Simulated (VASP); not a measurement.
ScAl2As3: single point with PBEsol

ScAl2As3:

```
Sc Al As
1.0
     4.05742    0.00000    0.00000
    -2.02871    3.51383    0.00000
     0.00000    0.00000   10.25689
Sc Al As
1 2 3
Direct
  0.33333 0.66667 0.67015
  0.00000 0.00000 0.00915
  0.66667 0.33333 0.32625
  0.00000 0.00000 0.24934
  0.66667 0.33333 0.56570
  0.33333 0.66667 0.92941
```

- Program: VASP 6.6.1
- Task: single point
- Functional: PBEsol
- Potentials or basis: VASP PAW PBE potentials, release 64 (Sc_sv, Al, As)
- Cutoff: 520 eV
- k mesh: 6 × 6 × 2
- Occupations: fermi-dirac, width 0.03 eV
- Spin: no spin polarisation
- Dipole correction: no
- Further INCAR settings: ALGO = Normal; EDIFF = 1e-06; NBANDS = 25

```json
{
  "Pressure": "0.3 GPa",
  "Largest force": "0.013 eV/Å",
  "Band gap on the k mesh": "1.17 eV (least direct gap 1.52 eV)"
}
```

Forces on the atoms (eV/Å):
```
Sc   0.000  0.000  0.013
Al   0.000  0.000 -0.004
Al   0.000  0.000 -0.004
As   0.000  0.000  0.003
As   0.000  0.000 -0.007
As   0.000  0.000  0.000
```

Levels at points of the mesh, in eV from the valence-band top:
```csv
k point,band 13,band 14,band 15,band 16,band 17,band 18,band 19,band 20
"(0.00, 0.00, 0.00)",-0.37,-0.37,-0.08,-0.08,1.79,2.33,2.34,2.34
"(0.50, 0.00, 0.00)",-1.62,-1.19,-1.02,-0.35,1.17,1.75,2.47,2.82
"(0.00, 0.00, 0.50)",-0.49,-0.49,0.00,0.00,2.00,2.36,2.36,2.61
"(0.50, 0.00, 0.50)",-1.77,-1.08,-0.73,-0.44,1.51,1.71,2.14,2.81
```

Wall time 110 s on 1 thread of Intel Xeon 8259CL, on a shared host, peak memory 0.28 GiB.

Caveat: the PAW data sets were made with another functional, which shifts forces and pressure a little. A k mesh can miss the band edges.
